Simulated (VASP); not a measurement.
Input of a VASP 6.6.1 run:

Contents of INCAR:

```
ALGO     = Normal         # electronic algorithm
EDIFF    = 1E-6           # SCF threshold, eV
ENCUT    = 520            # plane-wave cutoff, eV
GGA      = PE             # functional
ISIF     = 2              # what is computed and relaxed
ISMEAR   = 0              # smearing method
LASPH    = True           # aspherical terms in the spheres
LCHARG   = False          # write CHGCAR
LREAL    = False          # projectors in reciprocal space
LWAVE    = False          # write WAVECAR
NBANDS   = 29             # bands
NELM     = 60             # most SCF steps
PREC     = Accurate       # precision mode
SIGMA    = 0.1            # smearing width, eV
```

The input KPOINTS:

```
k-points
0
Gamma
  4 4 4
```

The input POSCAR:

```
KTi
1.0
    0.0000000000      3.8031857906      3.8031857906
    3.8031857906      0.0000000000      3.8031857906
    3.8031857906      3.8031857906      0.0000000000
K Ti
2 2
Direct
    0.5000000000      0.5000000000      0.5000000000
    0.7500000000      0.7500000000      0.7500000000
    0.0000000000      0.0000000000      0.0000000000
    0.2500000000      0.2500000000      0.2500000000
```

Potentials or basis: VASP PAW PBE potentials, release 64 (K_sv, Ti_sv).

Run with:

```bash
$ cat potpaw_PBE.64/K_sv/POTCAR potpaw_PBE.64/Ti_sv/POTCAR > POTCAR
$ mpirun -np 1 vasp_std > vasp.out
```

(1) Predict the pressure.

(2) Predict the band gap on the k mesh.

Results:

(1) 2.5 GPa.

(2) zero (band 21 reaches 3.44 eV, above the bottom of band 22 at 3.29 eV).
